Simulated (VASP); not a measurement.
Input of a VASP 6.6.1 run:

The input INCAR:

```
SYSTEM = Si
PREC = Accurate ; ENCUT = 520
EDIFF = 1E-6 ; ISMEAR = 0
SIGMA = 0.1 ; LREAL = .FALSE.
LASPH = .TRUE. ; NELM = 80
ALGO = Normal ; ISIF = 2
LWAVE = .FALSE. ; LCHARG = .TRUE.
LDIPOL = .TRUE. ; IDIPOL = 3
DIPOL = 0.5 0.5 0.389 ; GGA = PE
IVDW = 12 ; LELF = .TRUE.
LVHAR = .TRUE. ; LVACPOTAV = .TRUE.
NBANDS = 16
```

Contents of KPOINTS:

```
regular mesh
0
G
  9 9 1
  0 0 0
```

The input POSCAR:

```
Si
1.0
    3.8475254764      0.0000000000      0.0000000000
   -1.9237627382      3.3320548043      0.0000000000
    0.0000000000      0.0000000000     18.4415958250
Si
4
Direct
    0.3333333333      0.6666666667      0.2695427207
    0.6666666667      0.3333333333      0.2440135899
    0.6666666667      0.6666666667      0.5336629172
    0.3333333333      1.0000000000      0.5081337863
```

Potentials or basis: VASP PAW PBE potentials, release 64 (Si).

Command:

```bash
$ cat potpaw_PBE.64/Si/POTCAR > POTCAR
$ mpirun -np 1 vasp_std > vasp.out
```

Estimate the dispersion energy per atom.

-0.228 eV.

Predict the band gap on the k mesh.

0.19 eV.

Estimate the largest force.

0.105 eV/Å.

Forces in eV/Å, atoms in the order of the input:
```
Si  -0.001  0.002  0.105
Si   0.000 -0.002  0.041
Si  -0.001  0.001 -0.041
Si   0.001 -0.002 -0.105
```

Caveat: the cell differs from its parent crystal (layers slid over each other).
